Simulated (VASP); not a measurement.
Wanted: the native input for a VASP 6.6.1 run.

```
Task                   : single point
Functional             : PBE
Potentials or basis    : VASP PAW PBE potentials, release 64 (In_d, Sb)
Cutoff                 : 520 eV
k mesh                 : 10 × 10 × 10
Occupations            : gaussian, width 0.15 eV
Spin                   : no spin polarisation
Dipole correction      : no
Further INCAR settings : ALGO = Normal; EDIFF = 1e-07; NBANDS = 22
```

The structure of InSb3 lies in POSCAR:

```
InSb3
1.0
    4.7707128722      0.0000000000      0.0000000000
    0.0000000000      4.7707128722      0.0000000000
    0.0000000000      0.0000000000      4.7707128722
In Sb
1 3
Direct
    0.0000000000      0.0000000000      0.0000000000
    0.5000000000      0.0000000000      0.5000000000
    0.0000000000      0.5000000000      0.5000000000
    0.5000000000      0.5000000000      0.0000000000
```

One way to write it, as run:

INCAR

```
  PREC = Accurate
  ENCUT = 520
  EDIFF = 1E-7
  ISMEAR = 0
  SIGMA = 0.15
  LREAL = F
  LASPH = T
  NELM = 60
  ALGO = Normal
  ISIF = 2
  LWAVE = F
  LCHARG = T
  GGA = PE
  LELF = T
  LVHAR = T
  NBANDS = 22
```

KPOINTS

```
Automatic mesh
0
Gamma
  10 10 10
```

Potentials or basis: VASP PAW PBE potentials, release 64 (In_d, Sb).

Run with:

```bash
$ cat potpaw_PBE.64/In_d/POTCAR potpaw_PBE.64/Sb/POTCAR > POTCAR
$ mpirun -np 1 vasp_std > vasp.out
```

It gave:

```
Pressure               : 1.4 GPa
Band gap on the k mesh : zero (bands 14 and 15 overlap by 4.73 eV)
```

Caveat: spin-orbit coupling is left out, which moves the levels of the heavy elements.

Wall time 48 s on 1 thread of Intel(R) Xeon(R) 6975P-C (Granite Rapids), with other jobs on the host, peak memory 0.28 GiB.
